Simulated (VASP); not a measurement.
# TiW8C8 in VASP: further runs

Runs on TiW8C8. Level: PBE. Tasks: single point.

All numbers are computed with VASP 6.6.1; they aren't measurements. Logs are shortened: lines on timing, memory, paths and dates and some standing lists are left out, and cuts for length are marked.

**1. The cell of the first run**

The cell holds a slab with vacuum, 17 atoms: a = 5.803 Å, b = 5.803 Å, c = 17.243 Å, α = 90.00°, β = 90.00°, γ = 120.00°.

**2. Single point, PBE**

INCAR

```
SYSTEM = TiW8C8
ALGO = Normal
EDIFF = 1E-6
ENCUT = 520
GGA = PE
ISIF = 2
ISMEAR = 0
LASPH = .TRUE.
LCHARG = .FALSE.
LREAL = Auto
LWAVE = .FALSE.
NBANDS = 92
NELM = 60
PREC = Accurate
SIGMA = 0.05
```

KPOINTS

```
k-points
0
G
  4 4 1
  0 0 0
```

POSCAR

```
TiW8C8
1.0
    5.8034000000      0.0000000000      0.0000000000
   -2.9017000000      5.0258920000      0.0000000000
    0.0000000000      0.0000000000     17.2429000000
W C Ti
8 8 1
Direct
    0.0000000000      0.0000000000      0.0579948849
   -0.0065043176     -0.0016852730      0.2273909841
    0.0000000000      0.5000000000      0.0579948849
   -0.0058500701      0.4925883803      0.2271706615
    0.5000000000      0.0000000000      0.0579948849
    0.4949170511     -0.0039057743      0.2172579438
    0.5000000000      0.5000000000      0.0579948849
    0.4977211106      0.4974744782      0.2231890227
    0.3321121658      0.1679204408      0.1342257393
    0.3401549488      0.1690072130      0.2951959937
    0.3322429688      0.6636326447      0.1342155322
    0.3407583239      0.6657162549      0.2956802510
    0.8344737745      0.1667085166      0.1350868473
    0.7964902173      0.1443479088      0.2979460532
    0.8340528041      0.6665913235      0.1363364051
    0.8314980079      0.6611791499      0.2922488676
    0.3685995493      0.9315341436      0.3645031868
```

Potentials or basis: VASP PAW PBE potentials, release 64 (W_sv, C, Ti_sv).

Run with:

```bash
$ cat potpaw_PBE.64/W_sv/POTCAR potpaw_PBE.64/C/POTCAR potpaw_PBE.64/Ti_sv/POTCAR > POTCAR
$ mpirun -np 1 vasp_std > vasp.out
```

OUTCAR:

```text
SYSTEM = TiW8C8
   EDIFF = 1E-6
   ENCUT = 520
   GGA = PE
   ISIF = 2
   ISMEAR = 0
   LASPH = .TRUE.
   LREAL = Auto
   NELM = 60
   PREC = Accurate

 ion  position               nearest neighbor table
   1  0.000  0.000  0.058-   9 2.12  13 2.13  15 2.15   5 2.90   5 2.90   3 2.90   3 2.90   7 2.90
                             7 2.90   2 2.92
   2  0.993  0.998  0.227-  16 2.03  10 2.10  14 2.12  13 2.29  15 2.29   9 2.34   4 2.87   6 2.89
                             8 2.89   8 2.91   1 2.92   6 2.92   4 2.94
   3  0.000  0.500  0.058-  11 2.13  13 2.14  15 2.15   7 2.90   7 2.90   5 2.90   1 2.90   1 2.90
                             5 2.90   4 2.92
   4  0.994  0.493  0.227-  16 2.01  12 2.10  14 2.14  13 2.28  15 2.30  11 2.34   2 2.87   6 2.89
                             8 2.90   8 2.91   3 2.92   6 2.92   2 2.94
   5  0.500  0.000  0.058-   9 2.14  11 2.14  13 2.14   6 2.75   1 2.90   1 2.90   3 2.90   7 2.90
                             7 2.90   3 2.90
   6  0.495  0.996  0.217-  14 2.06  10 2.13  12 2.14  11 2.20   9 2.21  13 2.22  17 2.62   5 2.75
                             2 2.89   4 2.89   8 2.90   8 2.90   4 2.92   2 2.92
   7  0.500  0.500  0.058-  11 2.12   9 2.12  15 2.15   8 2.85   3 2.90   3 2.90   5 2.90   5 2.90
                             1 2.90   1 2.90
   8  0.498  0.497  0.223-  16 2.06  12 2.06  10 2.07   9 2.26  15 2.26  11 2.27   7 2.85   2 2.89
                             4 2.90   6 2.90   6 2.90   4 2.91   2 2.91
   9  0.332  0.168  0.134-   7 2.12   1 2.12   5 2.14   6 2.21   8 2.26   2 2.34
  10  0.340  0.169  0.295-  17 1.89   8 2.07   2 2.10   6 2.13
  11  0.332  0.664  0.134-   7 2.12   3 2.13   5 2.14   6 2.20   8 2.27   4 2.34
  12  0.341  0.666  0.296-  17 1.89   8 2.06   4 2.10   6 2.14
  13  0.834  0.167  0.135-   1 2.13   3 2.14   5 2.14   6 2.22   4 2.28   2 2.29
  14  0.796  0.144  0.298-   6 2.06   2 2.12   4 2.14  17 2.44
  15  0.834  0.667  0.136-   3 2.15   1 2.15   7 2.15   8 2.26   2 2.29   4 2.30
  16  0.831  0.661  0.292-   4 2.01   2 2.03   8 2.06
  17  0.369  0.932  0.365-  12 1.89  10 1.89  14 2.44   6 2.62

  LATTYP: Found a hexagonal cell.
 ALAT       =     5.8034000000
 C/A-ratio  =     2.9711720715

  Lattice vectors:

 A1 = (   5.8034000000,   0.0000000000,   0.0000000000)
 A2 = (  -2.9017000000,   5.0258920000,   0.0000000000)
 A3 = (   0.0000000000,   0.0000000000,  17.2429000000)

Analysis of symmetry for initial positions (statically):
=====================================================================
 Subroutine PRICEL returns:
 Original cell was already a primitive cell.

 Routine SETGRP: Setting up the symmetry group for a
 hexagonal supercell.

 Subroutine GETGRP returns: Found  1 space group operations
 (whereof  1 operations were pure point group operations)
 out of a pool of 24 trial point group operations.

The static configuration has the point symmetry C_1 .

Analysis of symmetry for dynamics (positions and initial velocities):
=====================================================================
 Subroutine PRICEL returns:
 Original cell was already a primitive cell.

 Routine SETGRP: Setting up the symmetry group for a
 hexagonal supercell.

 Subroutine GETGRP returns: Found  1 space group operations
 (whereof  1 operations were pure point group operations)
 out of a pool of 24 trial point group operations.

The dynamic configuration has the point symmetry C_1 .

 Subroutine INISYM returns: Found  1 space group operations
 (whereof  1 operations are pure point group operations),
 and found     1 'primitive' translations

----------------------------------------------------------------------------------------

                                     Primitive cell

  volume of cell :     502.9282

  direct lattice vectors                    reciprocal lattice vectors
     5.803400000  0.000000000  0.000000000     0.172312782  0.099484828  0.000000000
    -2.901700000  5.025892000  0.000000000     0.000000000  0.198969656  0.000000000
     0.000000000  0.000000000 17.242900000     0.000000000  0.000000000  0.057994885

  length of vectors
     5.803400000  5.803400149 17.242900000     0.198969661  0.198969656  0.057994885

  position of ions in fractional coordinates (direct lattice)
     0.000000000  0.000000000  0.057994885
     0.993495682  0.998314727  0.227390984
     0.000000000  0.500000000  0.057994885
     0.994149930  0.492588380  0.227170661
     0.500000000  0.000000000  0.057994885
     0.494917051  0.996094226  0.217257944
[... 9 lines left out ...]
     0.831498008  0.661179150  0.292248868
     0.368599549  0.931534144  0.364503187

  ion indices of the primitive-cell ions
   primitive index   ion index
                 1           1
                 2           2
                 3           3
                 4           4
                 5           5
                 6           6
[... 9 lines left out ...]
                16          16
                17          17

----------------------------------------------------------------------------------------

 KPOINTS: k-points

Automatic generation of k-mesh.
 Grid dimensions read from file:
 generate k-points for:    4    4    1

 Generating k-lattice:

  Cartesian coordinates                     Fractional coordinates (reciprocal lattice)
     0.043078196  0.024871207  0.000000000     0.250000000  0.000000000  0.000000000
     0.000000000  0.049742414  0.000000000     0.000000000  0.250000000  0.000000000
     0.000000000  0.000000000  0.057994885     0.000000000  0.000000000  1.000000000

  Length of vectors
     0.049742415  0.049742414  0.057994885

  Shift w.r.t. Gamma in fractional coordinates (k-lattice)
     0.000000000  0.000000000  0.000000000

 Subroutine IBZKPT returns following result:
 ===========================================

 Found     10 irreducible k-points:

 Following reciprocal coordinates:
            Coordinates               Weight
  0.000000  0.000000  0.000000      1.000000
  0.250000 -0.000000  0.000000      2.000000
  0.000000  0.250000  0.000000      2.000000
 -0.250000  0.250000  0.000000      2.000000
  0.500000 -0.000000  0.000000      1.000000
  0.000000  0.500000  0.000000      1.000000
  0.500000  0.500000  0.000000      1.000000
  0.250000  0.250000  0.000000      2.000000
 -0.250000  0.500000  0.000000      2.000000
  0.500000  0.250000  0.000000      2.000000
   k-points           NKPTS =     10   k-points in BZ     NKDIM =     10   number of bands    NBANDS=     92
   number of dos      NEDOS =    301   number of ions     NIONS =     17
   total plane-waves  NPLWV = 294912
   dimension x,y,z NGX =    48 NGY =   48 NGZ =  128
   dimension x,y,z NGXF=    96 NGYF=   96 NGZF=  256
   ions per type =               8   8   1
   NGX,Y,Z   is equivalent  to a cutoff of  13.75, 13.75, 12.34 a.u.
   NGXF,Y,Z  is equivalent  to a cutoff of  27.50, 27.50, 24.68 a.u.
 SYSTEM =  TiW8C8
   PREC   = accura    normal or accurate (medium, high low for compatibility)
   ISTART =      0    job   : 0-new  1-cont  2-samecut
   ICHARG =      2    charge: 1-file 2-atom 10-const
   ISPIN  =      1    spin polarized calculation?
   LNONCOLLINEAR =      F non collinear calculations
   LSORBIT =      F    spin-orbit coupling
   LASPH  =      T    aspherical Exc in radial PAW
   ENCUT  =  520.0 eV  38.22 Ry    6.18 a.u.  10.79 10.79 32.06*2*pi/ulx,y,z
   NELM   =     60;   NELMIN=  2; NELMDL= -5     # of ELM steps
   EDIFF  = 0.1E-05   stopping-criterion for ELM
   LREAL  =      T    real-space projection
   EDIFFG = 0.1E-04   stopping-criterion for IOM
   NSW    =      0    number of steps for IOM
   IBRION =     -1    ionic relax: 0-MD 1-quasi-New 2-CG
   NFREE  =      0    steps in history (QN), initial steepest desc. (CG)
   ISIF   =      2    stress and relaxation
   ISYM   =      2    0-nonsym 1-usesym 2-fastsym
   POTIM  = 0.5000    time-step for ionic-motion
   TEBEG  =    0.0;   TEEND  =   0.0 temperature during run
   PSTRESS=    0.0 pullay stress
   NELECT =     156.0000    total number of electrons
   NUPDOWN=      -1.0000    fix difference up-down
   EMIN   =  10.00;   EMAX   =-10.00  energy-range for DOS
   EFERMI =   0.00;   METHOD = LEGACY
   ISMEAR =     0;   SIGMA  =   0.05  broadening in eV -4-tet -1-fermi 0-gaus
   EFERMI_NEDOS =   21; number of points for ismear=-14 and -15
   IALGO  =     38    algorithm
   IMIX   =      4    mixing-type and parameters
     AMIX     =   0.40;   BMIX     =  1.00
     AMIX_MAG =   1.60;   BMIX_MAG =  1.00
  volume/ion in A,a.u.               =      29.58       199.64
  Fermi-wavevector in a.u.,A,eV,Ry     =   1.108190  2.094176 16.709123  1.228086
  Thomas-Fermi vector in A             =   2.244714
   LORBIT       =      0    0 simple, 1 ext, 2 COOP (PROOUT), +10 PAW based schemes
   GGA     = PE    functional components
   LHFCALC =     F    Hartree Fock is set to
   AEXX    =    0.0000 exact exchange contribution
   IVDW    =     0    specifies the selected vdW correction
   LEPSILON=     F    determine dielectric tensor
   LRPA    =     F    only Hartree local field effects (RPA)
 non-spin polarized calculation
 Gauss-broadening in eV      SIGMA  =   0.05
  energy-cutoff  :      520.00
  volume of cell :      502.93
 maximum number of plane-waves:     13568
 NGX is ok and might be reduce to    48
   NGX = 21   NGY = 21   NGZ = 65

 number of electron     155.9999994 magnetization

 Free energy of the ion-electron system (eV)
  ---------------------------------------------------
  ext. energy  EPLUGINS =         0.00000000
  ---------------------------------------------------
  free energy    TOTEN  =      -172.49099404 eV

  energy without entropy =     -172.47753077  energy(sigma->0) =     -172.48426241

 E-fermi :   1.6079     XC(G=0):  -6.1776

 val. band max:        1.6009242835   @ k =   0.5000   0.5000   0.0000
 cond. band min:       1.6175780065   @ k =   0.0000   0.2500   0.0000
 fundamental gap:      0.0166537230
 Fermi energy:         1.6079262862

 k-point     1 :       0.0000    0.0000    0.0000
  band No.  band energies     occupation
      1     -72.3749      2.00000
      2     -72.3379      2.00000
      3     -72.3077      2.00000
      4     -72.2659      2.00000
      5     -72.2466      2.00000
      6     -72.2292      2.00000
[... 82 lines left out ...]
     89       3.9763      0.00000
     90       4.0482      0.00000

 k-point     2 :       0.2500   -0.0000    0.0000
  band No.  band energies     occupation
      1     -72.3725      2.00000
      2     -72.3379      2.00000
      3     -72.3018      2.00000
      4     -72.2659      2.00000
      5     -72.2503      2.00000
      6     -72.2330      2.00000
[... 733 lines left out ...]
     89       3.6553      0.00000
     90       3.8809      0.00000

 k-point    10 :       0.5000    0.2500    0.0000
  band No.  band energies     occupation
      1     -72.3667      2.00000
      2     -72.3424      2.00000
      3     -72.2923      2.00000
      4     -72.2723      2.00000
      5     -72.2513      2.00000
      6     -72.2338      2.00000
[... 82 lines left out ...]
     89       3.6336      0.00000
     90       3.8505      0.00000
 [bands above 90 left out]

------------------------ aborting loop because EDIFF is reached ----------------------------------------

  FORCE on cell =-STRESS in cart. coord.  units (eV):
  Direction    XX          YY          ZZ          XY          YZ          ZX
  --------------------------------------------------------------------------------------
  -------------------------------------------------------------------------------------
  Total        2.3544764      2.1355785      0.7695188     -0.6870373      0.3239229     -0.1699244
  in kB        7.5006508      6.8033083      2.4514545     -2.1886934      1.0319204     -0.5413278
  external PRESSURE =       5.5851379 kB  Pullay stress =       0.0000000 kB

 VOLUME and BASIS-vectors are now :
 -----------------------------------------------------------------------------
  energy-cutoff  :      520.00
  volume of cell :      502.93
      direct lattice vectors                 reciprocal lattice vectors
     5.803400000  0.000000000  0.000000000     0.172312782  0.099484828  0.000000000
    -2.901700000  5.025892000  0.000000000     0.000000000  0.198969656  0.000000000
     0.000000000  0.000000000 17.242900000     0.000000000  0.000000000  0.057994885

 POSITION                                       TOTAL-FORCE (eV/Angst)
 -----------------------------------------------------------------------------------
      0.00000      0.00000      1.00000        -0.054557     -0.009931      0.426240
      2.86884      5.01742      3.92088        -0.007206      0.003805     -0.015750
     -1.45085      2.51295      1.00000        -0.016925     -0.079473      0.428571
      4.34011      2.47570      3.91708        -0.005186     -0.001103     -0.013062
      2.90170      0.00000      1.00000         0.005938     -0.013003     -1.008011
     -0.01817      5.00626      3.74616         0.009211      0.012332     -0.033527
[... 9 lines left out ...]
      2.90697      3.32302      5.03922        -0.021758      0.009185      0.069242
     -0.56390      4.68179      6.28509         0.005290      0.025325      0.076496
 -----------------------------------------------------------------------------------
    total drift:                                0.014390      0.008119      0.007120

  FREE ENERGIE OF THE ION-ELECTRON SYSTEM (eV)
  ---------------------------------------------------
  free  energy   TOTEN  =      -172.4909940392 eV

  energy  without entropy=     -172.4775307744  energy(sigma->0) =     -172.48426241
```

Wall time 76 min (1 thread of Intel Xeon 8259CL, shared host); peak memory 0.79 GiB.

Results:

| Property | Result |
| --- | --- |
| Free energy | -172.4910 eV |
| Largest force | 1.008 eV/Å |
| Band gap on the k mesh | zero (bands 78 and 79 overlap by 0.79 eV) |

Forces in eV/Å, atoms in the order of the input:
```
W   -0.055 -0.010  0.426
W   -0.007  0.004 -0.016
W   -0.017 -0.079  0.429
W   -0.005 -0.001 -0.013
W    0.006 -0.013 -1.008
W    0.009  0.012 -0.034
W    0.115  0.017 -0.070
W   -0.002  0.007  0.007
C   -0.010  0.000 -0.004
C   -0.025  0.043  0.033
C   -0.006 -0.007 -0.001
C    0.010 -0.028  0.030
C    0.004  0.005  0.002
C   -0.001  0.013  0.062
C   -0.001  0.003  0.011
C   -0.022  0.009  0.069
Ti   0.005  0.025  0.076
```

Levels at points of the mesh, in eV from the Fermi level:
```tsv
k point	band 76	band 77	band 78	band 79	band 80	band 81
(0.00, 0.00, 0.00)	0.28	0.33	0.42	0.53	0.55	0.62
(0.50, 0.00, 0.00)	-0.73	-0.53	-0.38	-0.36	0.52	1.21
(0.00, 0.50, 0.00)	-0.85	-0.65	-0.58	0.04	0.54	1.09
(0.50, 0.50, 0.00)	-0.84	-0.65	-0.56	-0.01	0.53	1.08
```

Caveat: there is no dipole correction, which matters where the two faces differ; spin-orbit coupling is left out, which moves the levels of the heavy elements.

(Part 1 of 2 ends here.)

The gap in the log of VASP goes by the Fermi energy; the results here count the filled bands.